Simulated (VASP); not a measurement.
# Ti2W (P6_3/mmc) in VASP: further runs, part 2 of 2

VASP 6.6.1. Earlier steps stand in the parts before.

## 5. Single point, PBE, collinear spin

This run uses another cell than the first one, of 16.82 Å³/atom.

The input, INCAR:

```
SYSTEM = Ti2W
ALGO = Fast ; EDIFF = 1E-6
ENCUT = 520 ; GGA = PE
ISIF = 2 ; ISMEAR = 0
ISPIN = 2 ; LASPH = .TRUE.
LCHARG = .FALSE. ; LMAXMIX = 4
LORBIT = 11 ; LREAL = .FALSE.
LWAVE = .FALSE. ; MAGMOM = 1 1 1 1 0 0
NBANDS = 51 ; NELM = 150
PREC = Accurate ; SIGMA = 0.1
```

The input, KPOINTS:

```
k-points
0
G
  6 6 2
  0 0 0
```

The input, POSCAR:

```
Ti2W
1.0
    2.8574706715      0.0000000000      0.0000000000
   -1.4287353358      2.4746421921      0.0000000000
    0.0000000000      0.0000000000     14.2735348190
Ti W
4 2
Direct
    0.3333333333      0.6666666667      0.9179754591
    0.3333333333      0.6666666667      0.5820245409
    0.6666666667      0.3333333333      0.0820245409
    0.6666666667      0.3333333333      0.4179754591
    0.3333333333      0.6666666667      0.2500000000
    0.6666666667      0.3333333333      0.7500000000
```

Potentials or basis: VASP PAW PBE potentials, release 64 (Ti_sv, W_sv).

Command:

```
$ cat potpaw_PBE.64/Ti_sv/POTCAR potpaw_PBE.64/W_sv/POTCAR > POTCAR
$ mpirun -np 1 vasp_std > vasp.out
```

OUTCAR:

```text
SYSTEM = Ti2W
   EDIFF = 1E-6
   ENCUT = 520
   GGA = PE
   ISIF = 2
   ISMEAR = 0
   ISPIN = 2
   LASPH = .TRUE.
   LORBIT = 11
   LREAL = .FALSE.
   NELM = 150
   PREC = Accurate

 ion  position               nearest neighbor table
   1  0.333  0.667  0.918-   3 2.86   3 2.86   3 2.86   6 2.91   6 2.91   6 2.91
   2  0.333  0.667  0.582-   4 2.86   4 2.86   4 2.86   6 2.91   6 2.91   6 2.91
   3  0.667  0.333  0.082-   1 2.86   1 2.86   1 2.86   5 2.91   5 2.91   5 2.91
   4  0.667  0.333  0.418-   2 2.86   2 2.86   2 2.86   5 2.91   5 2.91   5 2.91
   5  0.333  0.667  0.250-   3 2.91   4 2.91   3 2.91   4 2.91   3 2.91   4 2.91
   6  0.667  0.333  0.750-   1 2.91   2 2.91   1 2.91   2 2.91   1 2.91   2 2.91

  LATTYP: Found a hexagonal cell.
 ALAT       =     2.8574706715
 C/A-ratio  =     4.9951640664

  Lattice vectors:

 A1 = (   2.8574706715,   0.0000000000,   0.0000000000)
 A2 = (  -1.4287353358,   2.4746421921,   0.0000000000)
 A3 = (   0.0000000000,   0.0000000000,  14.2735348190)

Analysis of symmetry for initial positions (statically):
=====================================================================
 Subroutine PRICEL returns:
 Original cell was already a primitive cell.

 Routine SETGRP: Setting up the symmetry group for a
 hexagonal supercell.

 Subroutine GETGRP returns: Found 24 space group operations
 (whereof 12 operations were pure point group operations)
 out of a pool of 24 trial point group operations.

The static configuration has the point symmetry D_3d.
 The point group associated with its full space group is D_6h.

Analysis of symmetry for dynamics (positions and initial velocities):
=====================================================================
 Subroutine PRICEL returns:
 Original cell was already a primitive cell.

 Routine SETGRP: Setting up the symmetry group for a
 hexagonal supercell.

 Subroutine GETGRP returns: Found 24 space group operations
 (whereof 12 operations were pure point group operations)
[... 175 lines left out ...]
  band No.  band energies     occupation
      1     -64.5341      1.00000
      2     -64.5341      1.00000
      3     -47.5962      1.00000
      4     -47.5958      1.00000
      5     -47.5238      1.00000
      6     -47.5234      1.00000
[... 731 lines left out ...]
     49      12.3984      0.00000
     50      12.4223      0.00000
 Fermi energy:         9.1549975844

 spin component 2

 k-point     1 :       0.0000    0.0000    0.0000
  band No.  band energies     occupation
      1     -64.5343      1.00000
      2     -64.5343      1.00000
      3     -47.5960      1.00000
      4     -47.5956      1.00000
      5     -47.5236      1.00000
      6     -47.5232      1.00000
[... 731 lines left out ...]
     49      12.4022      0.00000
     50      12.4231      0.00000
 [bands above 50 left out]

------------------------ aborting loop because EDIFF is reached ----------------------------------------

  FORCE on cell =-STRESS in cart. coord.  units (eV):
  Direction    XX          YY          ZZ          XY          YZ          ZX
  --------------------------------------------------------------------------------------
  -------------------------------------------------------------------------------------
  Total       -0.2463974     -0.2463974     -0.1619207      0.0000000      0.0000000      0.0000000
  in kB       -3.9112985     -3.9112985     -2.5703199      0.0000000      0.0000000      0.0000000
  external PRESSURE =      -3.4643057 kB  Pullay stress =       0.0000000 kB

 VOLUME and BASIS-vectors are now :
 -----------------------------------------------------------------------------
  energy-cutoff  :      520.00
  volume of cell :      100.93
      direct lattice vectors                 reciprocal lattice vectors
     2.857470671  0.000000000  0.000000000     0.349959847  0.202049412  0.000000000
    -1.428735336  2.474642192  0.000000000     0.000000000  0.404098824  0.000000000
     0.000000000  0.000000000 14.273534819     0.000000000  0.000000000  0.070059730

 POSITION                                       TOTAL-FORCE (eV/Angst)
 -----------------------------------------------------------------------------------
     -0.00000      1.64976     13.10275        -0.000000     -0.000000      0.024251
     -0.00000      1.64976      8.30755         0.000000      0.000000     -0.024251
      1.42874      0.82488      1.17078        -0.000000      0.000000     -0.024251
      1.42874      0.82488      5.96599        -0.000000      0.000000      0.024251
     -0.00000      1.64976      3.56838        -0.000000      0.000000      0.000000
      1.42874      0.82488     10.70515         0.000000      0.000000      0.000000
 -----------------------------------------------------------------------------------
    total drift:                                0.000000     -0.000000      0.000000

  FREE ENERGIE OF THE ION-ELECTRON SYSTEM (eV)
  ---------------------------------------------------
  free  energy   TOTEN  =       -56.0182828325 eV

  energy  without entropy=      -55.9719219787  energy(sigma->0) =      -55.99510241

 total charge

# of ion       s       p       d       tot
------------------------------------------
    1        2.250   6.144   1.898  10.292
    2        2.250   6.144   1.898  10.292
    3        2.250   6.144   1.898  10.292
    4        2.250   6.144   1.898  10.292
    5        2.410   6.248   3.304  11.962
    6        2.410   6.248   3.304  11.962
--------------------------------------------------
tot         13.820  37.072  14.199  65.091

 magnetization (x)

# of ion       s       p       d       tot
------------------------------------------
    1        0.000   0.000   0.000   0.000
    2        0.000   0.000   0.000   0.000
    3        0.000   0.000   0.000   0.000
    4        0.000   0.000   0.000   0.000
    5       -0.000   0.000  -0.000  -0.000
    6       -0.000   0.000  -0.000  -0.000
--------------------------------------------------
tot          0.000   0.000   0.000   0.000
```

OSZICAR:

```text
N       E                     dE             d eps       ncg     rms          rms(c)
DAV:   1     0.108887541729E+04    0.10889E+04   -0.39622E+04  2864   0.186E+03
DAV:   2     0.623804860048E+02   -0.10265E+04   -0.10004E+04  2870   0.590E+02
DAV:   3    -0.477962592559E+02   -0.11018E+03   -0.10292E+03  4139   0.172E+02
[... 36 lines left out ...]
RMM:  40    -0.560182815937E+02   -0.36710E-06   -0.13175E-05  2906   0.151E-02    0.630E-03
RMM:  41    -0.560182819001E+02   -0.30640E-06   -0.11810E-05  2747   0.145E-02    0.593E-03
RMM:  42    -0.560182822055E+02   -0.30543E-06   -0.11243E-05  2497   0.139E-02    0.599E-03
RMM:  43    -0.560182824479E+02   -0.24241E-06   -0.10495E-05  2399   0.136E-02    0.613E-03
RMM:  44    -0.560182826780E+02   -0.23007E-06   -0.10315E-05  2437   0.134E-02    0.642E-03
RMM:  45    -0.560182828325E+02   -0.15449E-06   -0.96345E-06  2303   0.129E-02
   1 F= -.56018283E+02 E0= -.55995102E+02  d E =-.463609E-01  mag=     0.0004
```

stdout:

```text
POSCAR found type information on POSCAR TiW
 POSCAR found :  2 types and       6 ions
 scaLAPACK will be used
 LDA part: xc-table for (Slater+PW92), standard interpolation
 POSCAR, INCAR and KPOINTS ok, starting setup
 FFT: planning ... GRIDC
 FFT: planning ... GRID_SOFT
 FFT: planning ... GRID
 WAVECAR not read
 entering main loop
WARNING in EDDRMM: call to ZHEGV failed, returncode =   8  4     10
WARNING in EDDRMM: call to ZHEGV failed, returncode =   8  4     28
WARNING in EDDRMM: call to ZHEGV failed, returncode =   8  4     22
WARNING in EDDRMM: call to ZHEGV failed, returncode =   8  4     26
WARNING in EDDRMM: call to ZHEGV failed, returncode =   8  4      7
WARNING in EDDRMM: call to ZHEGV failed, returncode =   8  4     20
WARNING in EDDRMM: call to ZHEGV failed, returncode =   8  4     45
WARNING in EDDRMM: call to ZHEGV failed, returncode =   8  4     15
WARNING in EDDRMM: call to ZHEGV failed, returncode =   8  4     14
WARNING in EDDRMM: call to ZHEGV failed, returncode =   8  4     24
WARNING in EDDRMM: call to ZHEGV failed, returncode =   6  3     29
WARNING in EDDRMM: call to ZHEGV failed, returncode =   6  3     29
WARNING in EDDRMM: call to ZHEGV failed, returncode =   6  3     28
```

Run time: 20 min. Hardware: 1 thread of Intel Xeon 8259CL, shared host; peak memory 0.32 GiB.

Results:

```
Free energy                                           : -56.0183 eV
Pressure                                              : -0.3 GPa
Largest force                                         : 0.024 eV/Å
Band gap on the k mesh                                : zero (filled and empty bands overlap)
Net moment                                            : 0.00 μB per cell
Valence electrons inside the program's atomic spheres : Ti 10.29; W 11.96
```

Forces in eV/Å, atoms in the order of the input:
```
Ti   0.000  0.000  0.024
Ti   0.000  0.000 -0.024
Ti   0.000  0.000 -0.024
Ti   0.000  0.000  0.024
W    0.000  0.000  0.000
W    0.000  0.000  0.000
```

Stress tensor (GPa, compression positive):
```
-0.39  0.00  0.00
 0.00 -0.39  0.00
 0.00  0.00 -0.26
```

Caveat: the k points lie up to 0.42 Å⁻¹ apart, too coarse for converged energies and pressures of a metal; spin-orbit coupling is left out, which moves the levels of the heavy elements.

## 6. Summary

| task | spin | cell | cutoff (eV) | gap on the mesh (eV) | pressure (GPa) | largest force (eV/Å) |
| --- | --- | --- | --- | --- | --- | --- |
| single point | off | a = 2.817, b = 2.817, c = 13.350 Å, angles 90.0, 90.0, 120.0°, 6 atoms, atomic positions A | 520 | none | 18.3 | 0.58 |
| single point | off | a = 2.857, b = 2.857, c = 14.274 Å, angles 90.0, 90.0, 120.0°, 6 atoms, atomic positions B | 520 | none | -0.4 | 0.02 |
| relaxation of cell and atoms | off | relaxed from a = 2.817, b = 2.817, c = 13.350 Å, angles 90.0, 90.0, 120.0°, 6 atoms, atomic positions A | 600 | none | -0.1 | 0.01 |
| single point | collinear | a = 2.857, b = 2.857, c = 14.274 Å, angles 90.0, 90.0, 120.0°, 6 atoms, atomic positions B | 520 | none | -0.3 | 0.02 |

Alike in all rows: level PBE; potentials or basis VASP PAW PBE potentials, release 64 (Ti_sv, W_sv); k mesh 6 × 6 × 2; smearing gaussian 0.1 eV.

Caveats: all runs use coarse meshes; spin-orbit coupling is left out, which moves the levels of the heavy elements.

Absolute energies hang on the potentials; compare differences alone.
